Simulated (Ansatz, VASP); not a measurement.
# Two plane-wave programs on Ti

```
CELL_PARAMETERS angstrom
0.00000 2.19240 2.11120
2.19240 0.00000 2.11120
2.19240 2.19240 0.00000
ATOMIC_POSITIONS crystal
Ti 0.00000 0.00000 0.00000
```

Change from the starting cell: strain +0.080 along x and y, +0.040 along z, atoms carried along.

Alike in both runs: task single point; functional r2SCAN; k mesh 20 × 20 × 20; occupations gaussian, width 0.15 eV; no spin polarisation.

```csv
,VASP,Ansatz
version,VASP 6.6.1,Ansatz 0.2.0
potentials or method,"VASP PAW PBE potentials, release 64 (Ti_sv), cutoff 520 eV","scalar-relativistic, plane waves, PAW"
valence electrons in the cell,12,12
```

VASP gave:

| Item | Value |
| --- | --- |
| gap on the k mesh at the Fermi level (eV) | none |
| pressure (GPa) | -13.1 |
| traceless stress, the component that is largest in VASP (GPa) | 0.86 |

Task: What did Ansatz give for the same quantities?

Result: gap on the k mesh at the Fermi level (eV): none; pressure (GPa): -13.4; traceless stress, the component that is largest in VASP (GPa): 0.86.

VASP's potentials were made for PBE, not for r2SCAN. A gap of «none» marks a metal or a gap that the smearing closes.
